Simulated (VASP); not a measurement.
# TePb (Fm-3m) in VASP: a series of runs

Runs on TePb. Level: PBE. Tasks: single point.

Everything below comes from runs of VASP 6.6.1. Logs are shortened: lines on timing, memory, paths and dates and some standing lists are left out, and cuts for length are marked.

### Step 1. The cell of the first run

It takes space group Fm-3m (No. 225, cubic). Conventional cell: a = 6.491 Å, b = 6.491 Å, c = 6.491 Å, α = 90.00°, β = 90.00°, γ = 90.00°. Te (site symmetry m-3m) has 6 Pb at 3.25 Å within 4.3 Å. Within 4.3 Å of Pb (site symmetry m-3m) lie 6 Te at 3.25 Å.

### Step 2. Single point, PBE

The input, INCAR:

```
SYSTEM = TePb
ALGO = Normal ; EDIFF = 1E-6
ENCUT = 520 ; GGA = PE
ISIF = 2 ; ISMEAR = 0
LASPH = .TRUE. ; LCHARG = .FALSE.
LREAL = .FALSE. ; LWAVE = .FALSE.
NBANDS = 17 ; NELM = 60
PREC = Accurate ; SIGMA = 0.01
```

The input, KPOINTS:

```
k-points
0
G
  6 6 6
  0 0 0
```

The input, POSCAR:

```
TePb
1.0
    0.0000000000      3.2455545016      3.2455545016
    3.2455545016      0.0000000000      3.2455545016
    3.2455545016      3.2455545016      0.0000000000
Te Pb
1 1
Direct
    0.0000000000      0.0000000000      0.0000000000
    0.5000000000      0.5000000000      0.5000000000
```

Potentials or basis: VASP PAW PBE potentials, release 64 (Te, Pb_d).

Launch:

```
> cat potpaw_PBE.64/Te/POTCAR potpaw_PBE.64/Pb_d/POTCAR > POTCAR
> mpirun -np 1 vasp_std > vasp.out
```

OUTCAR:

```text
SYSTEM = TePb
   EDIFF = 1E-6
   ENCUT = 520
   GGA = PE
   ISIF = 2
   ISMEAR = 0
   LASPH = .TRUE.
   LREAL = .FALSE.
   NELM = 60
   PREC = Accurate

 ion  position               nearest neighbor table
   1  0.000  0.000  0.000-   2 3.25   2 3.25   2 3.25   2 3.25   2 3.25   2 3.25
   2  0.500  0.500  0.500-   1 3.25   1 3.25   1 3.25   1 3.25   1 3.25   1 3.25

  LATTYP: Found a face centered cubic cell.
 ALAT       =     6.4911090032

  Lattice vectors:

 A1 = (   0.0000000000,   3.2455545016,   3.2455545016)
 A2 = (   3.2455545016,   0.0000000000,   3.2455545016)
 A3 = (   3.2455545016,   3.2455545016,   0.0000000000)

Analysis of symmetry for initial positions (statically):
=====================================================================
 Subroutine PRICEL returns:
 Original cell was already a primitive cell.

 Routine SETGRP: Setting up the symmetry group for a
 face centered cubic supercell.

 Subroutine GETGRP returns: Found 48 space group operations
[... 9 lines left out ...]

 Routine SETGRP: Setting up the symmetry group for a
 face centered cubic supercell.

 Subroutine GETGRP returns: Found 48 space group operations
[... 11 lines left out ...]
                                     Primitive cell

  volume of cell :      68.3749

  direct lattice vectors                    reciprocal lattice vectors
     0.000000000  3.245554502  3.245554502    -0.154056880  0.154056880  0.154056880
     3.245554502  0.000000000  3.245554502     0.154056880 -0.154056880  0.154056880
     3.245554502  3.245554502  0.000000000     0.154056880  0.154056880 -0.154056880

  length of vectors
     4.589907194  4.589907194  4.589907194     0.266834343  0.266834343  0.266834343

  position of ions in fractional coordinates (direct lattice)
     0.000000000  0.000000000  0.000000000
     0.500000000  0.500000000  0.500000000

  ion indices of the primitive-cell ions
   primitive index   ion index
                 1           1
                 2           2

----------------------------------------------------------------------------------------

 KPOINTS: k-points

Automatic generation of k-mesh.
 Grid dimensions read from file:
 generate k-points for:    6    6    6

 Generating k-lattice:

  Cartesian coordinates                     Fractional coordinates (reciprocal lattice)
    -0.025676147  0.025676147  0.025676147     0.166666667  0.000000000  0.000000000
     0.025676147 -0.025676147  0.025676147     0.000000000  0.166666667  0.000000000
     0.025676147  0.025676147 -0.025676147     0.000000000  0.000000000  0.166666667

  Length of vectors
     0.044472391  0.044472391  0.044472391

  Shift w.r.t. Gamma in fractional coordinates (k-lattice)
     0.000000000  0.000000000  0.000000000

 Subroutine IBZKPT returns following result:
 ===========================================

 Found     16 irreducible k-points:

 Following reciprocal coordinates:
            Coordinates               Weight
  0.000000  0.000000  0.000000      1.000000
  0.166667  0.000000  0.000000      8.000000
  0.333333  0.000000  0.000000      8.000000
  0.500000  0.000000  0.000000      4.000000
  0.166667  0.166667  0.000000      6.000000
  0.333333  0.166667  0.000000     24.000000
[... 8 lines left out ...]
 -0.333333  0.333333  0.166667     24.000000
 -0.333333  0.500000  0.166667     12.000000
   k-points           NKPTS =     16   k-points in BZ     NKDIM =     16   number of bands    NBANDS=     17
   number of dos      NEDOS =    301   number of ions     NIONS =      2
   total plane-waves  NPLWV =  46656
   dimension x,y,z NGX =    36 NGY =   36 NGZ =   36
   dimension x,y,z NGXF=    72 NGYF=   72 NGZF=   72
   ions per type =               1   1
   NGX,Y,Z   is equivalent  to a cutoff of  13.04, 13.04, 13.04 a.u.
   NGXF,Y,Z  is equivalent  to a cutoff of  26.08, 26.08, 26.08 a.u.
 SYSTEM =  TePb
   PREC   = accura    normal or accurate (medium, high low for compatibility)
   ISTART =      0    job   : 0-new  1-cont  2-samecut
   ICHARG =      2    charge: 1-file 2-atom 10-const
   ISPIN  =      1    spin polarized calculation?
   LNONCOLLINEAR =      F non collinear calculations
   LSORBIT =      F    spin-orbit coupling
   LASPH  =      T    aspherical Exc in radial PAW
   ENCUT  =  520.0 eV  38.22 Ry    6.18 a.u.   8.53  8.53  8.53*2*pi/ulx,y,z
   NELM   =     60;   NELMIN=  2; NELMDL= -5     # of ELM steps
   EDIFF  = 0.1E-05   stopping-criterion for ELM
   LREAL  =      F    real-space projection
   EDIFFG = 0.1E-04   stopping-criterion for IOM
   NSW    =      0    number of steps for IOM
   IBRION =     -1    ionic relax: 0-MD 1-quasi-New 2-CG
   NFREE  =      0    steps in history (QN), initial steepest desc. (CG)
   ISIF   =      2    stress and relaxation
   ISYM   =      2    0-nonsym 1-usesym 2-fastsym
   POTIM  = 0.5000    time-step for ionic-motion
   TEBEG  =    0.0;   TEEND  =   0.0 temperature during run
   PSTRESS=    0.0 pullay stress
   NELECT =      20.0000    total number of electrons
   NUPDOWN=      -1.0000    fix difference up-down
   EMIN   =  10.00;   EMAX   =-10.00  energy-range for DOS
   EFERMI =   0.00;   METHOD = LEGACY
   ISMEAR =     0;   SIGMA  =   0.01  broadening in eV -4-tet -1-fermi 0-gaus
   EFERMI_NEDOS =   21; number of points for ismear=-14 and -15
   IALGO  =     38    algorithm
   IMIX   =      4    mixing-type and parameters
     AMIX     =   0.40;   BMIX     =  1.00
     AMIX_MAG =   1.60;   BMIX_MAG =  1.00
  volume/ion in A,a.u.               =      34.19       230.71
  Fermi-wavevector in a.u.,A,eV,Ry     =   1.086724  2.053611 16.068059  1.180969
  Thomas-Fermi vector in A             =   2.222867
   LORBIT       =      0    0 simple, 1 ext, 2 COOP (PROOUT), +10 PAW based schemes
   GGA     = PE    functional components
   LHFCALC =     F    Hartree Fock is set to
   AEXX    =    0.0000 exact exchange contribution
   IVDW    =     0    specifies the selected vdW correction
   LEPSILON=     F    determine dielectric tensor
   LRPA    =     F    only Hartree local field effects (RPA)
 non-spin polarized calculation
 Gauss-broadening in eV      SIGMA  =   0.01
  energy-cutoff  :      520.00
  volume of cell :       68.37
 maximum number of plane-waves:      1868
 NGX is ok and might be reduce to    36
   NGX = 17   NGY = 17   NGZ = 17

 number of electron      20.0000003 magnetization

 Free energy of the ion-electron system (eV)
  ---------------------------------------------------
  ext. energy  EPLUGINS =         0.00000000
  ---------------------------------------------------
  free energy    TOTEN  =        -7.51251988 eV

  energy without entropy =       -7.51251988  energy(sigma->0) =       -7.51251988

 E-fermi :   5.5336     XC(G=0):  -9.2401

 val. band max:        5.4489760791   @ k =   0.5000   0.0000   0.0000
 cond. band min:       6.2122854903   @ k =   0.5000   0.0000   0.0000
 fundamental gap:      0.7633094112
 Fermi energy:         5.5335893332

 k-point     1 :       0.0000    0.0000    0.0000
  band No.  band energies     occupation
      1     -11.2493      2.00000
      2     -11.2493      2.00000
      3     -11.2411      2.00000
      4     -11.2411      2.00000
      5     -11.2411      2.00000
      6      -6.4564      2.00000
[... 9 lines left out ...]
     16      11.2784      0.00000
     17      12.8661      0.00000

 k-point     2 :       0.1667    0.0000    0.0000
  band No.  band energies     occupation
      1     -11.2524      2.00000
      2     -11.2524      2.00000
      3     -11.2404      2.00000
      4     -11.2374      2.00000
      5     -11.2374      2.00000
      6      -6.2245      2.00000
[... 9 lines left out ...]
     16      11.7799      0.00000
     17      14.4359      0.00000

 k-point     3 :       0.3333    0.0000    0.0000
  band No.  band energies     occupation
      1     -11.2596      2.00000
      2     -11.2596      2.00000
      3     -11.2393      2.00000
      4     -11.2289      2.00000
      5     -11.2289      2.00000
      6      -5.5932      2.00000
[... 9 lines left out ...]
     16      13.1259      0.00000
     17      16.3907      0.00000

 k-point     4 :       0.5000    0.0000    0.0000
  band No.  band energies     occupation
      1     -11.2633      2.00000
      2     -11.2633      2.00000
      3     -11.2387      2.00000
      4     -11.2246      2.00000
      5     -11.2246      2.00000
      6      -5.0567      2.00000
[... 9 lines left out ...]
     16      14.6970      0.00000
     17      14.6970      0.00000

 k-point     5 :       0.1667    0.1667    0.0000
  band No.  band energies     occupation
      1     -11.2599      2.00000
      2     -11.2466      2.00000
      3     -11.2434      2.00000
      4     -11.2353      2.00000
      5     -11.2353      2.00000
      6      -6.1484      2.00000
[... 9 lines left out ...]
     16      12.5953      0.00000
     17      13.4655      0.00000

 k-point     6 :       0.3333    0.1667    0.0000
  band No.  band energies     occupation
      1     -11.2701      2.00000
      2     -11.2496      2.00000
      3     -11.2426      2.00000
      4     -11.2300      2.00000
      5     -11.2274      2.00000
      6      -5.6540      2.00000
[... 9 lines left out ...]
     16      13.9131      0.00000
     17      15.1293      0.00000

 k-point     7 :       0.5000    0.1667    0.0000
  band No.  band energies     occupation
      1     -11.2731      2.00000
      2     -11.2567      2.00000
      3     -11.2378      2.00000
      4     -11.2277      2.00000
      5     -11.2231      2.00000
      6      -5.0163      2.00000
[... 9 lines left out ...]
     16      14.8657      0.00000
     17      15.3517      0.00000

 k-point     8 :      -0.3333    0.1667    0.0000
  band No.  band energies     occupation
      1     -11.2661      2.00000
      2     -11.2603      2.00000
      3     -11.2362      2.00000
      4     -11.2278      2.00000
      5     -11.2274      2.00000
      6      -5.1949      2.00000
[... 9 lines left out ...]
     16      14.2378      0.00000
     17      15.6831      0.00000

 k-point     9 :      -0.1667    0.1667    0.0000
  band No.  band energies     occupation
      1     -11.2580      2.00000
      2     -11.2558      2.00000
      3     -11.2394      2.00000
      4     -11.2347      2.00000
      5     -11.2308      2.00000
      6      -5.8571      2.00000
[... 9 lines left out ...]
     16      13.6415      0.00000
     17      13.9206      0.00000

 k-point    10 :       0.3333    0.3333    0.0000
  band No.  band energies     occupation
      1     -11.2889      2.00000
      2     -11.2480      2.00000
      3     -11.2413      2.00000
      4     -11.2230      2.00000
      5     -11.2230      2.00000
      6      -5.3574      2.00000
[... 9 lines left out ...]
     16      14.5687      0.00000
     17      15.3287      0.00000

 k-point    11 :       0.5000    0.3333    0.0000
  band No.  band energies     occupation
      1     -11.2953      2.00000
      2     -11.2458      2.00000
      3     -11.2442      2.00000
      4     -11.2212      2.00000
      5     -11.2192      2.00000
      6      -4.8994      2.00000
[... 9 lines left out ...]
     16      15.4951      0.00000
     17      16.2670      0.00000

 k-point    12 :      -0.3333    0.3333    0.0000
  band No.  band energies     occupation
      1     -11.2835      2.00000
      2     -11.2528      2.00000
      3     -11.2367      2.00000
      4     -11.2272      2.00000
      5     -11.2224      2.00000
      6      -4.7744      2.00000
[... 9 lines left out ...]
     16      13.8339      0.00000
     17      15.7516      0.00000

 k-point    13 :       0.5000    0.5000    0.0000
  band No.  band energies     occupation
      1     -11.3069      2.00000
      2     -11.2503      2.00000
      3     -11.2387      2.00000
      4     -11.2165      2.00000
      5     -11.2165      2.00000
      6      -4.8221      2.00000
[... 9 lines left out ...]
     16      16.3034      0.00000
     17      16.4753      0.00000

 k-point    14 :       0.5000    0.3333    0.1667
  band No.  band energies     occupation
      1     -11.2800      2.00000
      2     -11.2509      2.00000
      3     -11.2409      2.00000
      4     -11.2265      2.00000
      5     -11.2233      2.00000
      6      -5.1399      2.00000
[... 9 lines left out ...]
     16      14.5152      0.00000
     17      14.9863      0.00000

 k-point    15 :      -0.3333    0.3333    0.1667
  band No.  band energies     occupation
      1     -11.2830      2.00000
      2     -11.2536      2.00000
      3     -11.2342      2.00000
      4     -11.2320      2.00000
      5     -11.2198      2.00000
      6      -4.7738      2.00000
[... 9 lines left out ...]
     16      15.7042      0.00000
     17      15.8773      0.00000

 k-point    16 :      -0.3333    0.5000    0.1667
  band No.  band energies     occupation
      1     -11.2950      2.00000
      2     -11.2469      2.00000
      3     -11.2423      2.00000
      4     -11.2254      2.00000
      5     -11.2165      2.00000
      6      -4.7113      2.00000
[... 9 lines left out ...]
     16      16.1152      0.00000
     17      16.9371      0.00000

------------------------ aborting loop because EDIFF is reached ----------------------------------------

  FORCE on cell =-STRESS in cart. coord.  units (eV):
  Direction    XX          YY          ZZ          XY          YZ          ZX
  --------------------------------------------------------------------------------------
  -------------------------------------------------------------------------------------
  Total        0.6179066      0.6179066      0.6179066     -0.0000000     -0.0000000     -0.0000000
  in kB       14.4789371     14.4789371     14.4789371     -0.0000000     -0.0000000     -0.0000000
  external PRESSURE =      14.4789371 kB  Pullay stress =       0.0000000 kB

 VOLUME and BASIS-vectors are now :
 -----------------------------------------------------------------------------
  energy-cutoff  :      520.00
  volume of cell :       68.37
      direct lattice vectors                 reciprocal lattice vectors
     0.000000000  3.245554502  3.245554502    -0.154056880  0.154056880  0.154056880
     3.245554502  0.000000000  3.245554502     0.154056880 -0.154056880  0.154056880
     3.245554502  3.245554502  0.000000000     0.154056880  0.154056880 -0.154056880

 POSITION                                       TOTAL-FORCE (eV/Angst)
 -----------------------------------------------------------------------------------
      0.00000      0.00000      0.00000         0.000000     -0.000000     -0.000000
      3.24555      3.24555      3.24555        -0.000000      0.000000      0.000000
 -----------------------------------------------------------------------------------
    total drift:                                0.000000      0.000000      0.000000

  FREE ENERGIE OF THE ION-ELECTRON SYSTEM (eV)
  ---------------------------------------------------
  free  energy   TOTEN  =        -7.5125198837 eV

  energy  without entropy=       -7.5125198837  energy(sigma->0) =       -7.51251988
```

It took 14 s on 1 thread of Intel Xeon Platinum 8488C (Sapphire Rapids), shared host; peak memory 0.2 GiB.

Results:

```
Free energy            : -7.5125 eV
Pressure               : 1.4 GPa
Band gap on the k mesh : 0.76 eV, direct
```

Caveat: spin-orbit coupling is left out, which moves the levels of the heavy elements. A k mesh can miss the band edges.

### Step 3. Single point, PBE

The input, INCAR:

```
PREC = Accurate
ENCUT = 520
EDIFF = 1E-6
ISMEAR = 0
SIGMA = 0.01
LREAL = False
LASPH = True
NELM = 100
ALGO = Normal
ISIF = 2
LWAVE = False
LCHARG = False
GGA = PE
NBANDS = 17
```

The input, KPOINTS:

```
Automatic mesh
0
Gamma
  6 6 6
```

POSCAR is that of step 2.

Potentials or basis: VASP PAW PBE potentials, release 64 (Te, Pb_d).

Launch:

```
> cat potpaw_PBE.64/Te/POTCAR potpaw_PBE.64/Pb_d/POTCAR > POTCAR
> mpirun -np 1 vasp_std > vasp.out
```

Wall time 16 s (1 thread of Intel Xeon Platinum 8488C (Sapphire Rapids), shared host); peak memory 0.2 GiB.

Results (log left out):

```yaml
Free_energy: -7.5125 eV
Pressure: 1.4 GPa
Band_gap_on_the_k_mesh: 0.76 eV, direct
```

Levels at points of the mesh, in eV from the valence-band top:
| k point | band 8 | band 9 | band 10 | band 11 | band 12 | band 13 |
| --- | --- | --- | --- | --- | --- | --- |
| (0.00, 0.00, 0.00) | -1.29 | -1.29 | -1.29 | 4.06 | 4.06 | 4.06 |
| (0.50, 0.00, 0.00) | -0.84 | -0.84 | 0.00 | 0.76 | 1.31 | 1.31 |
| (0.50, 0.50, 0.00) | -4.39 | -2.72 | -2.72 | 3.35 | 5.43 | 5.43 |

Caveat: spin-orbit coupling is left out, which moves the levels of the heavy elements.
